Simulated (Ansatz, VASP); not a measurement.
# Two plane-wave programs on ZrGe2Pd3

```
Zr Ge Pd
1.0
     5.17267    0.00000    0.00000
     0.00000    5.17267    0.00000
     0.00000    0.00000    7.69375
Zr Ge Pd
1 2 3
Cartesian
  2.5863 2.5863 3.8469
  0.0000 2.5863 3.8469
  2.5863 0.0000 3.8469
  0.0000 0.0000 6.4094
  0.0000 0.0000 1.2844
  0.0000 0.0000 3.8469
```

Alike in both runs: functional PBE; k mesh 4 × 4 × 3; occupations gaussian, width 0.2 eV; no spin polarisation.

Ansatz relaxed the structure, and its values are those at the end. VASP's run is a single point on that final structure, the one shown.

```csv
,VASP,Ansatz
version,VASP 6.6.1,Ansatz 0.2.0
potentials or method,"VASP PAW PBE potentials, release 64 (Zr_sv, Ge_d, Pd), cutoff 520 eV","scalar-relativistic, plane waves, PAW"
valence electrons in the cell,70,94
```

|  | VASP | Ansatz | Ansatz less VASP |
| --- | --- | --- | --- |
| gap on the k mesh at the Fermi level (eV) | none | none | - |
| pressure (GPa) | -0.6 | -0.5 | +0.08 |

A gap of «none» marks a metal or a gap that the smearing closes. The functional is the same, so the differences come from potentials, cutoffs and numerics. VASP's potentials hold 70 valence electrons a cell and Ansatz's 94, so a difference there can come from the potentials and not from the codes.
